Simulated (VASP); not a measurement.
The system is Bi2B3Br.

```
B Bi Br
1.0
     4.77499    0.00000    0.00000
     0.00000    4.77499    0.00000
     0.00000    0.00000    6.11787
B Bi Br
3 2 1
Direct
  0.00000 0.00000 0.87400
  0.00000 0.00000 0.12600
  0.00000 0.00000 0.50000
  0.00000 0.50000 0.00000
  0.50000 0.00000 0.00000
  0.50000 0.50000 0.00000
```

The cell was generated, and may not be a known phase.

```yaml
Program: VASP 6.6.1
Task: relaxation of cell and atoms
Functional: PBE
Potentials_or_basis: VASP PAW PBE potentials, release 64 (B, Bi_d, Br)
Cutoff: 600 eV
k_mesh: 4 × 4 × 4
Occupations: gaussian, width 0.1 eV
Spin: no spin polarisation
```

At the start: pressure 30.8 GPa; volume 23.25 Å³/atom.

**Question.** How do energy, volume and symmetry change on relaxing?

**Answer.** Over 14 steps the energy falls by 1923.4 meV/atom and the volume is 25.99 Å³/atom (+11.8 %); space group P4/mmm (No. 123, to 0.1 Å) before and after.

Step by step:
| step | energy change (eV) | largest force (eV/Å) | pressure (GPa) | volume (Å³) |
| --- | --- | --- | --- | --- |
| 1 | 0.0000 | 4.7697 | 30.84 | 139.49 |
| 2 | -6.9395 | 0.0276 | -10.37 | 240.21 |
| 3 | -7.6515 | 1.2673 | -7.36 | 196.85 |
| 4 | -11.3249 | 1.4931 | -3.79 | 169.18 |
| 5 | -11.4523 | 0.7976 | -2.07 | 165.02 |
| 6 | -11.4555 | 0.6313 | -1.70 | 164.22 |
| 7 | -11.4989 | 1.5551 | -0.27 | 157.74 |
| 8 | -11.5059 | 0.9886 | -0.73 | 159.51 |
| 9 | -11.5391 | 0.0270 | 0.37 | 154.82 |
| 10 | -11.5394 | 0.0541 | 0.27 | 155.19 |
| 11 | -11.5403 | 0.0407 | 0.02 | 155.82 |
| 12 | -11.5403 | 0.0501 | 0.00 | 155.88 |
| 13 | -11.5403 | 0.0431 | -0.04 | 155.94 |
| 14 | -11.5404 | 0.0003 | -0.04 | 155.92 |

Final structure:
```
B Bi Br
1.0
     5.77526    0.00000    0.00000
     0.00000    5.77526    0.00000
     0.00000    0.00000    4.67461
B Bi Br
3 2 1
Direct
  0.00000 0.00000 0.83415
  0.00000 0.00000 0.16585
  0.00000 0.00000 0.50000
  0.00000 0.50000 0.00000
  0.50000 0.00000 0.00000
  0.50000 0.50000 0.00000
```

Caveat: a cell axis changed by over 15 % at a fixed basis, so the end point is rough.
